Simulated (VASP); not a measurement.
# KBr (Pm-3m) in VASP: notebook

The runs below take KBr through single point, with LDA, PBE, r2SCAN, HSE06.

Everything below comes from runs of VASP 6.6.1. Logs are shortened: lines on timing, memory, paths and dates and some standing lists are left out, and cuts for length are marked.

### Step 1. The cell of the first run

Symmetry: Pm-3m, No. 221, cubic system. Conventional cell: a = 3.976 Å, b = 3.976 Å, c = 3.976 Å, α = 90.00°, β = 90.00°, γ = 90.00°. Within 4.5 Å of K (site symmetry m-3m) lie 8 Br at 3.44 Å and 6 K at 3.98 Å. Within 4.5 Å of Br (site symmetry m-3m) lie 8 K at 3.44 Å and 6 Br at 3.98 Å.

### Step 2. Single point, LDA

INCAR

```
ALGO = Normal
EDIFF = 1E-6
ENCUT = 520
ISIF = 2
ISMEAR = 0
LASPH = T
LCHARG = T
LELF = T
LREAL = F
LVHAR = T
LWAVE = F
NBANDS = 15
NELM = 100
PREC = Accurate
SIGMA = 0.01
```

KPOINTS

```
k-points
0
Gamma
  4 4 4
```

POSCAR

```
KBr
1.0
    3.9763218101      0.0000000000      0.0000000000
    0.0000000000      3.9763218101      0.0000000000
    0.0000000000      0.0000000000      3.9763218101
K Br
1 1
Direct
    0.0000000000      0.0000000000      0.0000000000
    0.5000000000      0.5000000000      0.5000000000
```

Potentials or basis: VASP PAW LDA potentials, release 64 (K_sv, Br).

Launch:

```bash
> cat potpaw_LDA.64/K_sv/POTCAR potpaw_LDA.64/Br/POTCAR > POTCAR
> mpirun -np 1 vasp_std > vasp.out
```

OUTCAR:

```text
EDIFF = 1E-6
   ENCUT = 520
   ISIF = 2
   ISMEAR = 0
   LASPH = T
   LREAL = F
   NELM = 100
   PREC = Accurate

 ion  position               nearest neighbor table
   1  0.000  0.000  0.000-
   2  0.500  0.500  0.500-

  LATTYP: Found a simple cubic cell.
 ALAT       =     3.9763218101

  Lattice vectors:

 A1 = (   3.9763218101,   0.0000000000,   0.0000000000)
 A2 = (   0.0000000000,   3.9763218101,   0.0000000000)
 A3 = (   0.0000000000,   0.0000000000,   3.9763218101)

Analysis of symmetry for initial positions (statically):
=====================================================================
 Subroutine PRICEL returns:
 Original cell was already a primitive cell.

 Routine SETGRP: Setting up the symmetry group for a
 simple cubic supercell.

 Subroutine GETGRP returns: Found 48 space group operations
[... 9 lines left out ...]

 Routine SETGRP: Setting up the symmetry group for a
 simple cubic supercell.

 Subroutine GETGRP returns: Found 48 space group operations
[... 11 lines left out ...]
                                     Primitive cell

  volume of cell :      62.8702

  direct lattice vectors                    reciprocal lattice vectors
     3.976321810  0.000000000  0.000000000     0.251488699  0.000000000  0.000000000
     0.000000000  3.976321810  0.000000000     0.000000000  0.251488699  0.000000000
     0.000000000  0.000000000  3.976321810     0.000000000  0.000000000  0.251488699

  length of vectors
     3.976321810  3.976321810  3.976321810     0.251488699  0.251488699  0.251488699

  position of ions in fractional coordinates (direct lattice)
     0.000000000  0.000000000  0.000000000
     0.500000000  0.500000000  0.500000000

  ion indices of the primitive-cell ions
   primitive index   ion index
                 1           1
                 2           2

----------------------------------------------------------------------------------------

 KPOINTS: k-points

Automatic generation of k-mesh.
 Grid dimensions read from file:
 generate k-points for:    4    4    4

 Generating k-lattice:

  Cartesian coordinates                     Fractional coordinates (reciprocal lattice)
     0.062872175  0.000000000  0.000000000     0.250000000  0.000000000  0.000000000
     0.000000000  0.062872175  0.000000000     0.000000000  0.250000000  0.000000000
     0.000000000  0.000000000  0.062872175     0.000000000  0.000000000  0.250000000

  Length of vectors
     0.062872175  0.062872175  0.062872175

  Shift w.r.t. Gamma in fractional coordinates (k-lattice)
     0.000000000  0.000000000  0.000000000

 Subroutine IBZKPT returns following result:
 ===========================================

 Found     10 irreducible k-points:

 Following reciprocal coordinates:
            Coordinates               Weight
  0.000000  0.000000  0.000000      1.000000
  0.250000  0.000000  0.000000      6.000000
  0.500000  0.000000  0.000000      3.000000
  0.250000  0.250000  0.000000     12.000000
  0.500000  0.250000  0.000000     12.000000
  0.500000  0.500000  0.000000      3.000000
  0.250000  0.250000  0.250000      8.000000
  0.500000  0.250000  0.250000     12.000000
  0.500000  0.500000  0.250000      6.000000
  0.500000  0.500000  0.500000      1.000000
   k-points           NKPTS =     10   k-points in BZ     NKDIM =     10   number of bands    NBANDS=     15
   number of dos      NEDOS =    301   number of ions     NIONS =      2
   total plane-waves  NPLWV =  27000
   dimension x,y,z NGX =    30 NGY =   30 NGZ =   30
   dimension x,y,z NGXF=    60 NGYF=   60 NGZF=   60
   ions per type =               1   1
   NGX,Y,Z   is equivalent  to a cutoff of  12.54, 12.54, 12.54 a.u.
   NGXF,Y,Z  is equivalent  to a cutoff of  25.09, 25.09, 25.09 a.u.
 SYSTEM =  unknown system
   PREC   = accura    normal or accurate (medium, high low for compatibility)
   ISTART =      0    job   : 0-new  1-cont  2-samecut
   ICHARG =      2    charge: 1-file 2-atom 10-const
   ISPIN  =      1    spin polarized calculation?
   LNONCOLLINEAR =      F non collinear calculations
   LSORBIT =      F    spin-orbit coupling
   LASPH  =      T    aspherical Exc in radial PAW
   ENCUT  =  520.0 eV  38.22 Ry    6.18 a.u.   7.39  7.39  7.39*2*pi/ulx,y,z
   NELM   =    100;   NELMIN=  2; NELMDL= -5     # of ELM steps
   EDIFF  = 0.1E-05   stopping-criterion for ELM
   LREAL  =      F    real-space projection
   EDIFFG = 0.1E-04   stopping-criterion for IOM
   NSW    =      0    number of steps for IOM
   IBRION =     -1    ionic relax: 0-MD 1-quasi-New 2-CG
   NFREE  =      0    steps in history (QN), initial steepest desc. (CG)
   ISIF   =      2    stress and relaxation
   ISYM   =      2    0-nonsym 1-usesym 2-fastsym
   POTIM  = 0.5000    time-step for ionic-motion
   TEBEG  =    0.0;   TEEND  =   0.0 temperature during run
   PSTRESS=    0.0 pullay stress
   NELECT =      16.0000    total number of electrons
   NUPDOWN=      -1.0000    fix difference up-down
   EMIN   =  10.00;   EMAX   =-10.00  energy-range for DOS
   EFERMI =   0.00;   METHOD = LEGACY
   ISMEAR =     0;   SIGMA  =   0.01  broadening in eV -4-tet -1-fermi 0-gaus
   EFERMI_NEDOS =   21; number of points for ismear=-14 and -15
   IALGO  =     38    algorithm
   IMIX   =      4    mixing-type and parameters
     AMIX     =   0.40;   BMIX     =  1.00
     AMIX_MAG =   1.60;   BMIX_MAG =  1.00
  volume/ion in A,a.u.               =      31.44       212.13
  Fermi-wavevector in a.u.,A,eV,Ry     =   1.037449  1.960494 14.643948  1.076300
  Thomas-Fermi vector in A             =   2.171887
   LORBIT       =      0    0 simple, 1 ext, 2 COOP (PROOUT), +10 PAW based schemes
   GGA     = CA    functional components
   LHFCALC =     F    Hartree Fock is set to
   AEXX    =    0.0000 exact exchange contribution
   IVDW    =     0    specifies the selected vdW correction
   LEPSILON=     F    determine dielectric tensor
   LRPA    =     F    only Hartree local field effects (RPA)
 non-spin polarized calculation
 Gauss-broadening in eV      SIGMA  =   0.01
  energy-cutoff  :      520.00
  volume of cell :       62.87
 maximum number of plane-waves:      1743
 NGX is ok and might be reduce to    30
   NGX = 15   NGY = 15   NGZ = 15

 number of electron      15.9999996 magnetization

 Free energy of the ion-electron system (eV)
  ---------------------------------------------------
  ext. energy  EPLUGINS =         0.00000000
  ---------------------------------------------------
  free energy    TOTEN  =        -6.72563586 eV

  energy without entropy =       -6.72563586  energy(sigma->0) =       -6.72563586

 E-fermi :  -0.6085     XC(G=0):  -8.5265

 val. band max:       -0.6608573574   @ k =   0.5000   0.5000   0.0000
 cond. band min:       2.9678614887   @ k =   0.0000   0.0000   0.0000
 fundamental gap:      3.6287188461
 Fermi energy:        -0.6085202927

 k-point     1 :       0.0000    0.0000    0.0000
  band No.  band energies     occupation
      1     -28.8793      2.00000
      2     -13.5753      2.00000
      3     -12.5335      2.00000
      4     -12.5335      2.00000
      5     -12.5335      2.00000
      6      -0.9470      2.00000
      7      -0.9470      2.00000
      8      -0.9470      2.00000
      9       2.9679      0.00000
     10       4.8449      0.00000
     11       4.8449      0.00000
     12       8.9450      0.00000
     13       8.9450      0.00000
     14       8.9450      0.00000
     15      11.7299      0.00000

 k-point     2 :       0.2500    0.0000    0.0000
  band No.  band energies     occupation
      1     -28.8724      2.00000
      2     -13.6487      2.00000
      3     -12.5208      2.00000
      4     -12.5208      2.00000
      5     -12.4517      2.00000
      6      -2.0609      2.00000
      7      -0.9393      2.00000
      8      -0.9393      2.00000
      9       4.2264      0.00000
     10       5.3299      0.00000
     11       6.0848      0.00000
     12       8.8122      0.00000
     13       8.8122      0.00000
     14       9.1966      0.00000
     15       9.8178      0.00000

 k-point     3 :       0.5000    0.0000    0.0000
  band No.  band energies     occupation
      1     -28.8654      2.00000
      2     -13.7228      2.00000
      3     -12.5080      2.00000
      4     -12.5080      2.00000
      5     -12.3628      2.00000
      6      -2.8440      2.00000
      7      -0.9329      2.00000
      8      -0.9329      2.00000
      9       5.6752      0.00000
     10       6.2231      0.00000
     11       6.9618      0.00000
     12       8.0519      0.00000
     13       8.9584      0.00000
     14       8.9584      0.00000
     15       9.5072      0.00000

 k-point     4 :       0.2500    0.2500    0.0000
  band No.  band energies     occupation
      1     -28.8657      2.00000
      2     -13.5914      2.00000
      3     -12.6245      2.00000
      4     -12.5097      2.00000
      5     -12.4264      2.00000
      6      -2.0183      2.00000
      7      -1.6735      2.00000
      8      -0.8718      2.00000
      9       4.9590      0.00000
     10       5.6587      0.00000
     11       6.8097      0.00000
     12       7.9419      0.00000
     13       8.4047      0.00000
     14       9.0293      0.00000
     15       9.7690      0.00000
[... 55 lines left out ...]
 k-point     8 :       0.5000    0.2500    0.2500
  band No.  band energies     occupation
      1     -28.8527      2.00000
      2     -13.4090      2.00000
      3     -12.6042      2.00000
      4     -12.5899      2.00000
      5     -12.5721      2.00000
      6      -2.3787      2.00000
      7      -1.6719      2.00000
      8      -1.5268      2.00000
      9       5.7050      0.00000
     10       6.2479      0.00000
     11       6.7699      0.00000
     12       7.7144      0.00000
     13       8.3260      0.00000
     14       8.6609      0.00000
     15      10.5100      0.00000

 k-point     9 :       0.5000    0.5000    0.2500
  band No.  band energies     occupation
      1     -28.8464      2.00000
      2     -13.2220      2.00000
      3     -12.6929      2.00000
      4     -12.6929      2.00000
      5     -12.5810      2.00000
      6      -2.2218      2.00000
      7      -2.2218      2.00000
      8      -1.5686      2.00000
      9       5.1581      0.00000
     10       6.8230      0.00000
     11       6.8230      0.00000
     12       7.2522      0.00000
     13       9.1662      0.00000
     14       9.1662      0.00000
     15      10.4984      0.00000

 k-point    10 :       0.5000    0.5000    0.5000
  band No.  band energies     occupation
      1     -28.8402      2.00000
      2     -13.1482      2.00000
      3     -12.6707      2.00000
      4     -12.6707      2.00000
      5     -12.6707      2.00000
      6      -2.2608      2.00000
      7      -2.2608      2.00000
      8      -2.2608      2.00000
      9       6.5493      0.00000
     10       6.5493      0.00000
     11       6.5493      0.00000
     12       8.7381      0.00000
     13       8.7381      0.00000
     14       8.7381      0.00000
     15      10.5831      0.00000

------------------------ aborting loop because EDIFF is reached ----------------------------------------

  FORCE on cell =-STRESS in cart. coord.  units (eV):
  Direction    XX          YY          ZZ          XY          YZ          ZX
  --------------------------------------------------------------------------------------
  -------------------------------------------------------------------------------------
  Total       -0.7762799     -0.7762799     -0.7762799     -0.0000000     -0.0000000      0.0000000
  in kB      -19.7826450    -19.7826450    -19.7826450     -0.0000000     -0.0000000      0.0000000
  external PRESSURE =     -19.7826450 kB  Pullay stress =       0.0000000 kB

 VOLUME and BASIS-vectors are now :
 -----------------------------------------------------------------------------
  energy-cutoff  :      520.00
  volume of cell :       62.87
      direct lattice vectors                 reciprocal lattice vectors
     3.976321810  0.000000000  0.000000000     0.251488699  0.000000000  0.000000000
     0.000000000  3.976321810  0.000000000     0.000000000  0.251488699  0.000000000
     0.000000000  0.000000000  3.976321810     0.000000000  0.000000000  0.251488699

 POSITION                                       TOTAL-FORCE (eV/Angst)
 -----------------------------------------------------------------------------------
      0.00000      0.00000      0.00000         0.000000      0.000000      0.000000
      1.98816      1.98816      1.98816         0.000000      0.000000      0.000000
 -----------------------------------------------------------------------------------
    total drift:                                0.000000      0.000000     -0.000000

  FREE ENERGIE OF THE ION-ELECTRON SYSTEM (eV)
  ---------------------------------------------------
  free  energy   TOTEN  =        -6.7256358586 eV

  energy  without entropy=       -6.7256358586  energy(sigma->0) =       -6.72563586
```

Wall time 4.1 s (1 thread of Intel Xeon 6975P-C (Granite Rapids), shared host); peak memory 0.14 GiB.

Results:

```yaml
Free_energy: -6.7256 eV
Pressure: -2.0 GPa
Band_gap_on_the_k_mesh: 3.63 eV, indirect (least direct gap 3.91 eV)
```

### Step 3. Single point, PBE

INCAR

```
  ALGO = Normal
  EDIFF = 1E-6
  ENCUT = 520
  GGA = PE
  ISIF = 2
  ISMEAR = 0
  LASPH = T
  LCHARG = F
  LREAL = F
  LWAVE = F
  NBANDS = 15
  NELM = 100
  PREC = Accurate
  SIGMA = 0.01
```

KPOINTS is that of step 2.

POSCAR is that of step 2.

Potentials or basis: VASP PAW PBE potentials, release 64 (K_sv, Br).

Launch:

```bash
> cat potpaw_PBE.64/K_sv/POTCAR potpaw_PBE.64/Br/POTCAR > POTCAR
> mpirun -np 1 vasp_std > vasp.out
```

Run time: 4.7 s. Hardware: 1 thread of Intel Xeon 6975P-C (Granite Rapids), shared host; peak memory 0.16 GiB.

It converged, with:

| Item | Value |
| --- | --- |
| Free energy | -6.0651 eV |
| Pressure | 0.9 GPa |
| Band gap on the k mesh | 4.02 eV, indirect (least direct gap 4.30 eV) |

Levels at points of the mesh, in eV from the valence-band top:
```
           k point  band 4  band 5  band 6  band 7  band 8  band 9  band 10  band 11  band 12  band 13
(0.00, 0.00, 0.00)  -12.03  -12.03   -0.28   -0.28   -0.28    4.02     5.79     5.79     9.76     9.76
(0.50, 0.00, 0.00)  -12.00  -11.82   -2.10   -0.26   -0.26    6.67     7.18     7.92     8.92     9.80
(0.50, 0.50, 0.00)  -12.19  -11.99   -1.48   -1.48    0.00    5.23     6.54     8.07     8.07    10.64
(0.50, 0.50, 0.50)  -12.15  -12.15   -1.55   -1.55   -1.55    7.51     7.51     7.51     9.59     9.59
```

### Step 4. Single point, r2SCAN

POSCAR is that of step 3.

INCAR.step1

```
SYSTEM = KBr
PREC     = Accurate       ! precision mode
ENCUT    = 520            ! plane-wave cutoff, eV
ISMEAR   = 0              ! smearing method
SIGMA    = 0.01           ! smearing width, eV
LREAL    = .FALSE.        ! projectors in reciprocal space
LASPH    = .TRUE.         ! aspherical terms in the spheres
NELM     = 80             ! most SCF steps
NBANDS   = 15             ! bands
GGA      = PE             ! functional
ALGO     = Normal         ! electronic algorithm
EDIFF    = 1E-4           ! SCF threshold, eV
LWAVE    = .TRUE.         ! write WAVECAR
LCHARG   = .FALSE.        ! write CHGCAR
```

INCAR.step2

```
SYSTEM = KBr
PREC     = Accurate       ! precision mode
ENCUT    = 520            ! plane-wave cutoff, eV
EDIFF    = 1E-6           ! SCF threshold, eV
ISMEAR   = 0              ! smearing method
SIGMA    = 0.01           ! smearing width, eV
LREAL    = .FALSE.        ! projectors in reciprocal space
LASPH    = .TRUE.         ! aspherical terms in the spheres
NELM     = 80             ! most SCF steps
ALGO     = Normal         ! electronic algorithm
ISIF     = 2              ! what is computed and relaxed
LWAVE    = .FALSE.        ! write WAVECAR
LCHARG   = .FALSE.        ! write CHGCAR
METAGGA  = R2SCAN         ! meta-GGA
LMIXTAU  = .TRUE.       
NBANDS   = 15             ! bands
ISTART   = 1
```

KPOINTS

```
Automatic mesh
0
G
  4 4 4
  0 0 0
```

Launch:

```bash
> cat potpaw_PBE.64/K_sv/POTCAR potpaw_PBE.64/Br/POTCAR > POTCAR
> cp INCAR.step1 INCAR
> mpirun -np 1 vasp_std > vasp.out
> cp INCAR.step2 INCAR
> mpirun -np 1 vasp_std > vasp.out
```

Wall time 22 s (1 thread of Intel Xeon 6975P-C (Granite Rapids), shared host); peak memory 0.17 GiB.

The run converged. Its results:

- Free energy: -23.1398 eV
- Pressure: 0.0 GPa
- Band gap on the k mesh: 4.77 eV, indirect (least direct gap 5.05 eV)

Levels at points of the mesh, in eV from the valence-band top:
```csv
k point,band 5,band 6,band 7,band 8,band 9,band 10,band 11,band 12
"(0.00, 0.00, 0.00)",-12.40,-0.28,-0.28,-0.28,4.77,6.35,6.35,10.55
"(0.50, 0.00, 0.00)",-12.19,-2.09,-0.26,-0.26,7.40,7.77,8.67,9.59
"(0.50, 0.50, 0.00)",-12.36,-1.50,-1.50,0.00,5.84,7.26,8.79,8.79
"(0.50, 0.50, 0.50)",-12.53,-1.56,-1.56,-1.56,8.14,8.14,8.14,10.41
```

Caveat: the PAW data sets were made with another functional, which shifts forces and pressure a little. r2SCAN opens gaps a little over a GGA but as a rule still falls short of measured ones.

### Step 5. Single point, r2SCAN

POSCAR is that of step 4.

INCAR.step1

```
PREC = Accurate ; ENCUT = 520
ISMEAR = 0 ; SIGMA = 0.01
LREAL = F ; LASPH = T
NELM = 80 ; NBANDS = 15
GGA = PE ; ALGO = Normal
EDIFF = 1E-4 ; LWAVE = T
LCHARG = F
```

INCAR.step2

```
PREC = Accurate ; ENCUT = 520
EDIFF = 1E-7 ; ISMEAR = 0
SIGMA = 0.01 ; LREAL = F
LASPH = T ; NELM = 80
ALGO = Normal ; ISIF = 2
LWAVE = F ; LCHARG = T
METAGGA = R2SCAN ; LMIXTAU = T
LELF = T ; LVHAR = T
NBANDS = 15 ; ISTART = 1
```

KPOINTS

```
regular mesh
0
Gamma
  4 4 4
```

Launch:

```bash
> cat potpaw_PBE.64/K_sv/POTCAR potpaw_PBE.64/Br/POTCAR > POTCAR
> cp INCAR.step1 INCAR
> mpirun -np 1 vasp_std > vasp.out
> cp INCAR.step2 INCAR
> mpirun -np 1 vasp_std > vasp.out
```

Run time: 22 s. Hardware: 1 thread of Intel Xeon 6975P-C (Granite Rapids), shared host; peak memory 0.17 GiB.

It converged, with:

| Property | Result |
| --- | --- |
| Free energy | -23.1398 eV |
| Pressure | 0.0 GPa |
| Band gap on the k mesh | 4.77 eV, indirect (least direct gap 5.05 eV) |

Levels at points of the mesh, in eV from the valence-band top:
| k point | band 6 | band 7 | band 8 | band 9 | band 10 | band 11 |
| --- | --- | --- | --- | --- | --- | --- |
| (0.00, 0.00, 0.00) | -0.28 | -0.28 | -0.28 | 4.77 | 6.35 | 6.35 |
| (0.50, 0.00, 0.00) | -2.09 | -0.26 | -0.26 | 7.40 | 7.77 | 8.67 |
| (0.50, 0.50, 0.00) | -1.50 | -1.50 | 0.00 | 5.84 | 7.26 | 8.79 |
| (0.50, 0.50, 0.50) | -1.56 | -1.56 | -1.56 | 8.14 | 8.14 | 8.14 |

Caveat: the PAW data sets were made with another functional, which shifts forces and pressure a little. r2SCAN opens gaps a little over a GGA but as a rule still falls short of measured ones.

### Step 6. Single point, r2SCAN

POSCAR is that of step 5.

INCAR.step1

```
SYSTEM = KBr
  ALGO = Normal
  EDIFF = 1E-4
  ENCUT = 520
  GGA = PE
  ISMEAR = 0
  LASPH = .TRUE.
  LCHARG = .FALSE.
  LREAL = .FALSE.
  LWAVE = .TRUE.
  NBANDS = 15
  NELM = 60
  PREC = Accurate
  SIGMA = 0.01
```

INCAR.step2

```
SYSTEM = KBr
  ALGO = Normal
  EDIFF = 1E-6
  ENCUT = 520
  ISIF = 2
  ISMEAR = 0
  ISTART = 1
  LASPH = .TRUE.
  LCHARG = .FALSE.
  LMIXTAU = .TRUE.
  LREAL = .FALSE.
  LWAVE = .FALSE.
  METAGGA = R2SCAN
  NBANDS = 15
  NELM = 60
  PREC = Accurate
  SIGMA = 0.01
```

KPOINTS

```
k-points
0
G
  6 6 6
  0 0 0
```

Potentials or basis: VASP PAW PBE potentials, release 64 (K_sv, Br).

Launch:

```bash
> cat potpaw_PBE.64/K_sv/POTCAR potpaw_PBE.64/Br/POTCAR > POTCAR
> cp INCAR.step1 INCAR
> mpirun -np 1 vasp_std > vasp.out
> cp INCAR.step2 INCAR
> mpirun -np 1 vasp_std > vasp.out
```

It took 32 s on 1 thread of Intel Xeon 6975P-C (Granite Rapids), shared host; peak memory 0.17 GiB.

Results (log left out):

```yaml
Free_energy: -23.1437 eV
Pressure: 0.0 GPa
Band_gap_on_the_k_mesh: 4.77 eV, indirect (least direct gap 5.05 eV)
```

Levels at points of the mesh, in eV from the valence-band top:
```csv
k point,band 6,band 7,band 8,band 9,band 10,band 11
"(0.00, 0.00, 0.00)",-0.28,-0.28,-0.28,4.77,6.35,6.35
"(0.50, 0.00, 0.00)",-2.09,-0.26,-0.26,7.40,7.78,8.67
"(0.50, 0.50, 0.00)",-1.50,-1.50,0.00,5.84,7.27,8.79
"(0.50, 0.50, 0.50)",-1.56,-1.56,-1.56,8.15,8.15,8.15
```

Caveat: the PAW data sets were made with another functional, which shifts forces and pressure a little.

[end of part 1 of 2]
